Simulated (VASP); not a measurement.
# Au (Fd-3m) in VASP: a series of runs, part 2 of 2

VASP 6.6.1. Earlier steps stand in the parts before.

### Step 3. Relaxation of cell and atoms, r2SCAN, target pressure 15 GPa, at which the enthalpy is minimised

Input file POSCAR:

```
Au
1.0
    0.0000000000      2.8000000000      2.8000000000
    2.8000000000      0.0000000000      2.8000000000
    2.8000000000      2.8000000000      0.0000000000
Au
2
Direct
    0.0000000000      0.0000000000      0.0000000000
    0.2500000000      0.2500000000      0.2500000000
```

Input file INCAR.step1:

```
SYSTEM = Au
  PREC = Accurate
  ENCUT = 600
  ISMEAR = 0
  SIGMA = 0.05
  LREAL = .FALSE.
  LASPH = .TRUE.
  NELM = 60
  GGA = PE
  ALGO = Normal
  EDIFF = 1E-4
  LWAVE = .TRUE.
  LCHARG = .FALSE.
```

Input file INCAR.step2:

```
SYSTEM = Au
  PREC = Accurate
  ENCUT = 600
  EDIFF = 1E-6
  ISMEAR = 0
  SIGMA = 0.05
  LREAL = .FALSE.
  LASPH = .TRUE.
  NELM = 60
  ALGO = Normal
  ISIF = 3
  LWAVE = .FALSE.
  LCHARG = .FALSE.
  METAGGA = R2SCAN
  LMIXTAU = .TRUE.
  IBRION = 2
  NSW = 80
  EDIFFG = -0.03
  PSTRESS = 150.0
  ISTART = 1
```

Input file KPOINTS:

```
Automatic mesh
0
G
  6 6 6
  0 0 0
```

Potentials or basis: VASP PAW PBE potentials, release 64 (Au).

Launch:

```console
cat potpaw_PBE.64/Au/POTCAR > POTCAR
cp INCAR.step1 INCAR
mpirun -np 1 vasp_std > vasp.out
cp INCAR.step2 INCAR
mpirun -np 1 vasp_std > vasp.out
```

OUTCAR:

```text
SYSTEM = Au
   PREC = Accurate
   ENCUT = 600
   EDIFF = 1E-6
   ISMEAR = 0
   LREAL = .FALSE.
   LASPH = .TRUE.
   NELM = 60
   ISIF = 3
   METAGGA = R2SCAN
   IBRION = 2
   NSW = 80
   EDIFFG = -0.03
   PSTRESS = 150.0
   ISTART = 1

 ion  position               nearest neighbor table
   1  0.000  0.000  0.000-   2 2.42   2 2.42   2 2.42   2 2.42
   2  0.250  0.250  0.250-   1 2.42   1 2.42   1 2.42   1 2.42

  LATTYP: Found a face centered cubic cell.
 ALAT       =     5.6000000000

  Lattice vectors:

 A1 = (   0.0000000000,   2.8000000000,   2.8000000000)
 A2 = (   2.8000000000,   0.0000000000,   2.8000000000)
 A3 = (   2.8000000000,   2.8000000000,   0.0000000000)

Analysis of symmetry for initial positions (statically):
=====================================================================
 Subroutine PRICEL returns:
 Original cell was already a primitive cell.

 Routine SETGRP: Setting up the symmetry group for a
 face centered cubic supercell.

 Subroutine GETGRP returns: Found 48 space group operations
 (whereof 24 operations were pure point group operations)
 out of a pool of 48 trial point group operations.

The static configuration has the point symmetry T_d .
 The point group associated with its full space group is O_h .

Analysis of symmetry for dynamics (positions and initial velocities):
=====================================================================
 Subroutine PRICEL returns:
 Original cell was already a primitive cell.

 Routine SETGRP: Setting up the symmetry group for a
 face centered cubic supercell.

 Subroutine GETGRP returns: Found 48 space group operations
 (whereof 24 operations were pure point group operations)
 out of a pool of 48 trial point group operations.

The dynamic configuration has the point symmetry T_d .
 The point group associated with its full space group is O_h .

 Subroutine INISYM returns: Found 48 space group operations
 (whereof 24 operations are pure point group operations),
 and found     1 'primitive' translations

----------------------------------------------------------------------------------------

                                     Primitive cell

  volume of cell :      43.9040

  direct lattice vectors                    reciprocal lattice vectors
     0.000000000  2.800000000  2.800000000    -0.178571429  0.178571429  0.178571429
     2.800000000  0.000000000  2.800000000     0.178571429 -0.178571429  0.178571429
     2.800000000  2.800000000  0.000000000     0.178571429  0.178571429 -0.178571429

  length of vectors
     3.959797975  3.959797975  3.959797975     0.309294787  0.309294787  0.309294787

  position of ions in fractional coordinates (direct lattice)
     0.000000000  0.000000000  0.000000000
     0.250000000  0.250000000  0.250000000

  ion indices of the primitive-cell ions
   primitive index   ion index
                 1           1
                 2           2

----------------------------------------------------------------------------------------

 KPOINTS: Automatic mesh

Automatic generation of k-mesh.
 Grid dimensions read from file:
 generate k-points for:    6    6    6

 Generating k-lattice:

  Cartesian coordinates                     Fractional coordinates (reciprocal lattice)
    -0.029761905  0.029761905  0.029761905     0.166666667  0.000000000  0.000000000
     0.029761905 -0.029761905  0.029761905     0.000000000  0.166666667  0.000000000
     0.029761905  0.029761905 -0.029761905     0.000000000  0.000000000  0.166666667

  Length of vectors
     0.051549131  0.051549131  0.051549131

  Shift w.r.t. Gamma in fractional coordinates (k-lattice)
     0.000000000  0.000000000  0.000000000

 Subroutine IBZKPT returns following result:
 ===========================================

 Found     16 irreducible k-points:

 Following reciprocal coordinates:
            Coordinates               Weight
  0.000000  0.000000  0.000000      1.000000
  0.166667  0.000000  0.000000      8.000000
  0.333333  0.000000  0.000000      8.000000
  0.500000  0.000000  0.000000      4.000000
  0.166667  0.166667  0.000000      6.000000
  0.333333  0.166667  0.000000     24.000000
[... 8 lines left out ...]
 -0.333333  0.333333  0.166667     24.000000
 -0.333333  0.500000  0.166667     12.000000
   k-points           NKPTS =     16   k-points in BZ     NKDIM =     16   number of bands    NBANDS=     15
   number of dos      NEDOS =    301   number of ions     NIONS =      2
   total plane-waves  NPLWV =  32768
   dimension x,y,z NGX =    32 NGY =   32 NGZ =   32
   dimension x,y,z NGXF=    64 NGYF=   64 NGZF=   64
   ions per type =               2
   NGX,Y,Z   is equivalent  to a cutoff of  13.43, 13.43, 13.43 a.u.
   NGXF,Y,Z  is equivalent  to a cutoff of  26.87, 26.87, 26.87 a.u.
 SYSTEM =  Au
   PREC   = accura    normal or accurate (medium, high low for compatibility)
   ISTART =      1    job   : 0-new  1-cont  2-samecut
   ICHARG =      0    charge: 1-file 2-atom 10-const
   ISPIN  =      1    spin polarized calculation?
   LNONCOLLINEAR =      F non collinear calculations
   LSORBIT =      F    spin-orbit coupling
   LASPH  =      T    aspherical Exc in radial PAW
   ENCUT  =  600.0 eV  44.10 Ry    6.64 a.u.   7.91  7.91  7.91*2*pi/ulx,y,z
   NELM   =     60;   NELMIN=  2; NELMDL=  0     # of ELM steps
   EDIFF  = 0.1E-05   stopping-criterion for ELM
   LREAL  =      F    real-space projection
   EDIFFG = -.3E-01   stopping-criterion for IOM
   NSW    =     80    number of steps for IOM
   IBRION =      2    ionic relax: 0-MD 1-quasi-New 2-CG
   NFREE  =      1    steps in history (QN), initial steepest desc. (CG)
   ISIF   =      3    stress and relaxation
   ISYM   =      2    0-nonsym 1-usesym 2-fastsym
   POTIM  = 0.5000    time-step for ionic-motion
   TEBEG  =    0.0;   TEEND  =   0.0 temperature during run
   PSTRESS=  150.0 pullay stress
   NELECT =      22.0000    total number of electrons
   NUPDOWN=      -1.0000    fix difference up-down
   EMIN   =  10.00;   EMAX   =-10.00  energy-range for DOS
   EFERMI =   0.00;   METHOD = LEGACY
   ISMEAR =     0;   SIGMA  =   0.05  broadening in eV -4-tet -1-fermi 0-gaus
   EFERMI_NEDOS =   21; number of points for ismear=-14 and -15
   IALGO  =     38    algorithm
   IMIX   =      4    mixing-type and parameters
     AMIX     =   0.40;   BMIX     =  1.00
     AMIX_MAG =   1.60;   BMIX_MAG =  1.00
  volume/ion in A,a.u.               =      21.95       148.14
  Fermi-wavevector in a.u.,A,eV,Ry     =   1.300312  2.457234 23.004897  1.690812
  Thomas-Fermi vector in A             =   2.431519
   LORBIT       =      0    0 simple, 1 ext, 2 COOP (PROOUT), +10 PAW based schemes
   METAGGA = R2SCAN    functional components
   LHFCALC =     F    Hartree Fock is set to
   AEXX    =    0.0000 exact exchange contribution
   IVDW    =     0    specifies the selected vdW correction
   LEPSILON=     F    determine dielectric tensor
   LRPA    =     F    only Hartree local field effects (RPA)
 conjugate gradient relaxation of ions
 non-spin polarized calculation
 Gauss-broadening in eV      SIGMA  =   0.05
  energy-cutoff  :      600.00
  volume of cell :       43.90
 maximum number of plane-waves:      1484
   NGX = 15   NGY = 15   NGZ = 15

--------------------------------------- Ionic step        1  -------------------------------------------

 number of electron      21.9999998 magnetization

 Free energy of the ion-electron system (eV)
  ---------------------------------------------------
  ext. energy  EPLUGINS =         0.00000000
  ---------------------------------------------------
  free energy    TOTEN  =       -98.64520956 eV

  energy without entropy =      -98.64209228  energy(sigma->0) =      -98.64365092

 E-fermi :   5.8047     XC(G=0): -11.6053

 val. band max:        5.5917456318   @ k =  -0.3333   0.3333   0.1667
 cond. band min:       5.8083911245   @ k =  -0.3333   0.3333   0.1667
 fundamental gap:      0.2166454927
 Fermi energy:         5.8046917732

 k-point     1 :       0.0000    0.0000    0.0000
  band No.  band energies     occupation
      1      -2.3402      2.00000
      2      -0.1942      2.00000
      3      -0.1942      2.00000
      4      -0.0219      2.00000
      5      -0.0219      2.00000
      6      -0.0219      2.00000
      7       2.6695      2.00000
      8       2.6695      2.00000
      9       2.6695      2.00000
     10       4.4012      2.00000
     11       4.4012      2.00000
     12      16.7566      0.00000
[... 677 lines left out ...]
  enthalpy is  TOTEN    =       -94.7427378408 eV   P V=        4.5582539510

--------------------------------------- Ionic step        4  -------------------------------------------

 number of electron      22.0000002 magnetization

 Free energy of the ion-electron system (eV)
  ---------------------------------------------------
  ext. energy  EPLUGINS =         0.00000000
  ---------------------------------------------------
  free energy    TOTEN  =       -99.26801347 eV

  energy without entropy =      -99.26489619  energy(sigma->0) =      -99.26645483

 E-fermi :   4.7632     XC(G=0): -11.0274

 val. band max:        4.3520869757   @ k =  -0.3333   0.3333   0.1667
 cond. band min:       4.7669011528   @ k =  -0.3333   0.3333   0.1667
 fundamental gap:      0.4148141770
 Fermi energy:         4.7632017978

 k-point     1 :       0.0000    0.0000    0.0000
  band No.  band energies     occupation
      1      -2.7699      2.00000
      2      -0.7266      2.00000
      3      -0.7266      2.00000
      4      -0.6315      2.00000
      5      -0.6315      2.00000
      6      -0.6315      2.00000
      7       1.7544      2.00000
      8       1.7544      2.00000
      9       1.7544      2.00000
     10       3.1807      2.00000
     11       3.1807      2.00000
     12      14.9015      0.00000
[... 300 lines left out ...]
  FREE ENERGIE OF THE ION-ELECTRON SYSTEM (eV)
  ---------------------------------------------------
  free  energy   TOTEN  =       -99.2680134701 eV

  energy  without entropy=      -99.2648961928  energy(sigma->0) =      -99.26645483

  enthalpy is  TOTEN    =       -94.7443852281 eV   P V=        4.5236282420

 reached required accuracy - stopping structural energy minimisation
```

Wall time 4.3 min (1 thread of Intel Xeon Platinum 8259CL at 2.50GHz (Skylake/Cascade Lake), shared host); peak memory 0.19 GiB.

Results:

- Free energy: -99.2680 eV
- Relaxed volume: 24.16 Å³/atom
- Relaxed cell: a = 4.088 Å, b = 4.088 Å, c = 4.088 Å, α = 60.00°, β = 60.00°, γ = 60.00°
- Space group after relaxing (to 0.05 Å): Fd-3m (No. 227)
- Energy change on relaxing (the enthalpy is what falls): -311.4 meV/atom
- Ionic steps: 4
- Pressure after relaxing: 14.8 GPa
- Band gap on the k mesh: zero (band 11 reaches 4.99 eV, above the bottom of band 12 at 4.30 eV)

The path:
```csv
step,energy change (eV),largest force (eV/Å),pressure (GPa),volume (Å³)
1,0.0000,0.0000,31.90,43.90
2,-0.8888,0.0000,-3.51,60.32
3,-0.6558,0.0000,13.77,48.69
4,-0.6228,0.0000,14.84,48.32
```

Final structure:
```
Au
1.0
     0.00000    2.89085    2.89085
     2.89085    0.00000    2.89085
     2.89085    2.89085    0.00000
Au
2
Direct
  0.00000 0.00000 0.00000
  0.25000 0.25000 0.25000
```

Caveat: the cell is relaxed towards a set pressure, so the enthalpy falls and the energy may rise; the PAW data sets were made with another functional, which shifts forces and pressure a little; spin-orbit coupling is left out, which moves the levels of the heavy elements.

### Step 4. Relaxation of cell and atoms, r2SCAN, target pressure 30 GPa, at which the enthalpy is minimised

POSCAR is that of step 3.

Input file INCAR.step1:

```
SYSTEM = Au
ALGO = Normal ; EDIFF = 1E-4
ENCUT = 600 ; GGA = PE
ISMEAR = 0 ; LASPH = .TRUE.
LCHARG = .FALSE. ; LREAL = .FALSE.
LWAVE = .TRUE. ; NELM = 100
PREC = Accurate ; SIGMA = 0.05
```

Input file INCAR.step2:

```
SYSTEM = Au
ALGO = Normal ; EDIFF = 1E-6
EDIFFG = -0.03 ; ENCUT = 600
IBRION = 2 ; ISIF = 3
ISMEAR = 0 ; ISTART = 1
LASPH = .TRUE. ; LCHARG = .FALSE.
LMIXTAU = .TRUE. ; LREAL = .FALSE.
LWAVE = .FALSE. ; METAGGA = R2SCAN
NELM = 100 ; NSW = 80
PREC = Accurate ; PSTRESS = 300.0
SIGMA = 0.05
```

Input file KPOINTS:

```
k-points
0
G
  6 6 6
  0 0 0
```

Launch:

```console
cat potpaw_PBE.64/Au/POTCAR > POTCAR
cp INCAR.step1 INCAR
mpirun -np 1 vasp_std > vasp.out
cp INCAR.step2 INCAR
mpirun -np 1 vasp_std > vasp.out
```

Wall time 2.9 min (1 thread of Intel Xeon Platinum 8259CL at 2.50GHz (Skylake/Cascade Lake), shared host); peak memory 0.19 GiB.

The run converged. Its results:

| Property | Result |
| --- | --- |
| Free energy | -98.7212 eV |
| Relaxed volume | 22.15 Å³/atom |
| Relaxed cell | a = 3.972 Å, b = 3.972 Å, c = 3.972 Å, α = 60.00°, β = 60.00°, γ = 60.00° |
| Space group after relaxing (to 0.05 Å) | Fd-3m (No. 227) |
| Energy change on relaxing (the enthalpy is what falls) | -38.0 meV/atom |
| Ionic steps | 3 |
| Pressure after relaxing | 30.0 GPa |
| Band gap on the k mesh | zero (band 11 reaches 6.14 eV, above the bottom of band 12 at 5.45 eV) |

The path:
```
step  energy change (eV)  largest force (eV/Å)  pressure (GPa)  volume (Å³)
   1              0.0000                0.0000           31.90        43.90
   2             -0.2927                0.0000           24.34        45.58
   3             -0.0760                0.0000           30.00        44.30
```

Final structure:
```yaml
crystal:
  lattice:
    - [0.00000, 2.80835, 2.80835]
    - [2.80835, 0.00000, 2.80835]
    - [2.80835, 2.80835, 0.00000]
  atoms:
    - { symbol: Au, position: [0.00000, 0.00000, 0.00000] }
    - { symbol: Au, position: [0.25000, 0.25000, 0.25000] }
```

Levels at points of the mesh, in eV from the Fermi level:
```tsv
k point	band 8	band 9	band 10	band 11	band 12	band 13	band 14	band 15
(0.00, 0.00, 0.00)	-3.12	-3.12	-1.42	-1.42	10.88	11.03	12.03	12.03
(0.50, 0.00, 0.00)	-2.70	-1.86	-1.69	-1.69	-0.25	8.13	8.13	10.27
(0.50, 0.50, 0.00)	-3.85	-1.43	-1.43	0.44	0.44	3.82	3.82	9.45
```

Caveat: the cell is relaxed towards a set pressure, so the enthalpy falls and the energy may rise; the PAW data sets were made with another functional, which shifts forces and pressure a little; spin-orbit coupling is left out, which moves the levels of the heavy elements.

### Step 5. Relaxation of cell and atoms, r2SCAN, target pressure 45 GPa, at which the enthalpy is minimised

POSCAR is that of step 4.

Input file INCAR.step1:

```
SYSTEM = Au
  PREC = Accurate
  ENCUT = 600
  ISMEAR = 0
  SIGMA = 0.05
  LREAL = .FALSE.
  LASPH = .TRUE.
  NELM = 80
  GGA = PE
  ALGO = Normal
  EDIFF = 1E-4
  LWAVE = .TRUE.
  LCHARG = .FALSE.
```

Input file INCAR.step2:

```
SYSTEM = Au
  PREC = Accurate
  ENCUT = 600
  EDIFF = 1E-7
  ISMEAR = 0
  SIGMA = 0.05
  LREAL = .FALSE.
  LASPH = .TRUE.
  NELM = 80
  ALGO = Normal
  ISIF = 3
  LWAVE = .FALSE.
  LCHARG = .FALSE.
  METAGGA = R2SCAN
  LMIXTAU = .TRUE.
  IBRION = 2
  NSW = 80
  EDIFFG = -0.03
  PSTRESS = 450.0
  ISTART = 1
```

Input file KPOINTS:

```
regular mesh
0
G
  6 6 6
  0 0 0
```

Launch:

```console
cat potpaw_PBE.64/Au/POTCAR > POTCAR
cp INCAR.step1 INCAR
mpirun -np 1 vasp_std > vasp.out
cp INCAR.step2 INCAR
mpirun -np 1 vasp_std > vasp.out
```

Run time: 4.2 min. Hardware: 1 thread of Intel Xeon Platinum 8259CL at 2.50GHz (Skylake/Cascade Lake), shared host; peak memory 0.2 GiB.

Results (log left out):

| Quantity | Value |
| --- | --- |
| Free energy | -98.1013 eV |
| Relaxed volume | 20.81 Å³/atom |
| Relaxed cell | a = 3.890 Å, b = 3.890 Å, c = 3.890 Å, α = 60.00°, β = 60.00°, γ = 60.00° |
| Space group after relaxing (to 0.05 Å) | Fd-3m (No. 227) |
| Energy change on relaxing (the enthalpy is what falls) | +271.9 meV/atom |
| Ionic steps | 5 |
| Pressure after relaxing | 45.0 GPa |
| Band gap on the k mesh | zero (band 11 reaches 7.05 eV, above the bottom of band 12 at 6.35 eV) |

Step by step:
| step | energy change (eV) | largest force (eV/Å) | pressure (GPa) | volume (Å³) |
| --- | --- | --- | --- | --- |
| 1 | 0.0000 | 0.0000 | 31.90 | 43.90 |
| 2 | 4.7642 | 0.0000 | 137.35 | 33.46 |
| 3 | 0.4982 | 0.0000 | 43.99 | 41.78 |
| 4 | 0.5316 | 0.0000 | 44.75 | 41.66 |
| 5 | 0.5439 | 0.0000 | 45.04 | 41.62 |

Final structure:
```cif
data_structure
_symmetry_space_group_name_H-M 'P 1'
_symmetry_Int_Tables_number 1
_cell_length_a 3.8899
_cell_length_b 3.8899
_cell_length_c 3.8899
_cell_angle_alpha 60.000
_cell_angle_beta 60.000
_cell_angle_gamma 60.000
_cell_volume 41.62
loop_
_atom_site_label
_atom_site_type_symbol
_atom_site_fract_x
_atom_site_fract_y
_atom_site_fract_z
_atom_site_occupancy
Au1 Au 0.00000 0.00000 0.00000 1
Au2 Au 0.25000 0.25000 0.25000 1
```

Levels at points of the mesh, in eV from the Fermi level:
| k point | band 7 | band 8 | band 9 | band 10 | band 11 | band 12 | band 13 | band 14 | band 15 |
| --- | --- | --- | --- | --- | --- | --- | --- | --- | --- |
| (0.00, 0.00, 0.00) | -3.21 | -3.21 | -3.21 | -1.29 | -1.29 | 11.37 | 11.38 | 12.69 | 12.69 |
| (0.50, 0.00, 0.00) | -2.72 | -2.72 | -2.04 | -1.61 | -1.61 | -0.09 | 8.56 | 8.56 | 10.41 |
| (0.50, 0.50, 0.00) | -4.01 | -4.01 | -1.32 | -1.32 | 0.61 | 0.61 | 3.89 | 3.89 | 9.90 |

Caveat: the cell is relaxed towards a set pressure, so the enthalpy falls and the energy may rise; the PAW data sets were made with another functional, which shifts forces and pressure a little; spin-orbit coupling is left out, which moves the levels of the heavy elements.

### Step 6. Overview

| cell | gap on the mesh (eV) | pressure (GPa) |
| --- | --- | --- |
| relaxed | none | 0.0 |
| relaxed to 15 GPa | none | 14.8 |
| relaxed to 30 GPa | none | 30.0 |
| relaxed to 45 GPa | none | 45.0 |

Alike in all rows: task relaxation of cell and atoms; level r2SCAN; potentials or basis VASP PAW PBE potentials, release 64 (Au); no spin polarisation; k mesh 6 × 6 × 6; cutoff (eV) 600; smearing gaussian 0.05 eV.

Caveats: the PAW data sets were made with another functional, which shifts forces and pressure a little; spin-orbit coupling is left out, which moves the levels of the heavy elements; the cell is relaxed towards a set pressure, so the enthalpy falls and the energy may rise (some runs); the volume moved by over 15 % at a fixed basis, so the end points are rough (some runs).

Absolute energies hang on the potentials; compare differences alone.
